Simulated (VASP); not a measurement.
The system is BiTe.

```
CELL_PARAMETERS angstrom
2.47022 1.42618 3.38235
-2.47022 1.42618 3.38235
0.00000 -2.85237 3.38235
ATOMIC_POSITIONS crystal
Bi 0.50000 0.50000 0.50000
Te 0.00000 0.00000 0.00000
```

Base run:

| Property | Result |
| --- | --- |
| Program | VASP 6.6.1 |
| Functional | r2SCAN |
| Potentials or basis | VASP PAW PBE potentials, release 64 (Bi_d, Te) |
| Cutoff | 520 eV |
| k mesh | 7 × 7 × 7 |
| Occupations | fermi-dirac, width 0.05 eV |
| Spin | no spin polarisation |

Its results: pressure -3.1 GPa.

Question: After a change of settings the same cell gave: pressure -4.6 GPa. Which change was it?
A. functional from r2SCAN to PBEsol
B. further incar settings from ALGO = Normal; EDIFF = 1e-06; NBANDS = 18 to ALGO = Normal; EDIFF = 1e-07; NBANDS = 18
C. functional from r2SCAN to PBE; further incar settings from ALGO = Normal; EDIFF = 1e-06; NBANDS = 18 to ALGO = Normal; EDIFF = 1e-07; NBANDS = 18
D. functional from r2SCAN to LDA; potentials or basis from VASP PAW PBE potentials, release 64 (Bi_d, Te) to VASP PAW LDA potentials, release 64 (Bi_d, Te)

Answer: A.

Caveats: the PAW data sets were made with another functional, which shifts forces and pressure a little.
